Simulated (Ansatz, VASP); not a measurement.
Two plane-wave programs on B6Pb2O11

```
CELL_PARAMETERS angstrom
6.33099 0.00720 0.15116
0.00720 6.30101 0.00272
0.15116 0.00272 6.45297
ATOMIC_POSITIONS crystal
Pb 0.97536 0.57209 0.52638
Pb 0.67801 0.35237 0.99872
O 0.05605 0.21583 0.85906
O 0.58977 0.75059 0.46706
O 0.49407 0.16262 0.34237
O 0.43423 0.14774 0.74374
O 0.88054 0.95476 0.24699
O 0.16128 0.04771 0.52311
O 0.11575 0.42931 0.18779
O 0.34903 0.56080 0.74325
O 0.79208 0.69721 0.96450
O 0.74525 0.31941 0.56817
O 0.23810 0.03467 0.12586
B 0.28230 0.07701 0.31193
B 0.20673 0.12542 0.70829
B 0.49585 0.66962 0.61434
B 0.84745 0.81528 0.09885
B 0.56322 0.20950 0.59131
B 0.13373 0.24079 0.06665
```

Alike in both runs: task single point; functional PBE; k mesh 3 × 3 × 3; occupations fermi-dirac, width 0.2111 eV; no spin polarisation.

|  | VASP | Ansatz |
| --- | --- | --- |
| version | VASP 6.6.1 | Ansatz 0.2.0 |
| potentials or method | VASP PAW PBE potentials, release 64 (Pb_d, O, B), cutoff 520 eV | scalar-relativistic, plane waves, PAW |
| valence electrons in the cell | 112 | 112 |

|  | VASP | Ansatz | Ansatz less VASP |
| --- | --- | --- | --- |
| gap on the k mesh at the Fermi level (eV) | 3.21 | 3.21 | +0.005 |
| least direct gap on the mesh (eV) | 3.23 | 3.24 | +0.004 |
| rms of the force components (eV/Å) | 2.665 | 2.677 | +0.0118 |

Atom by atom the forces differ by 0.032 eV/Å (rms over components).

Neither program's run includes spin-orbit coupling.
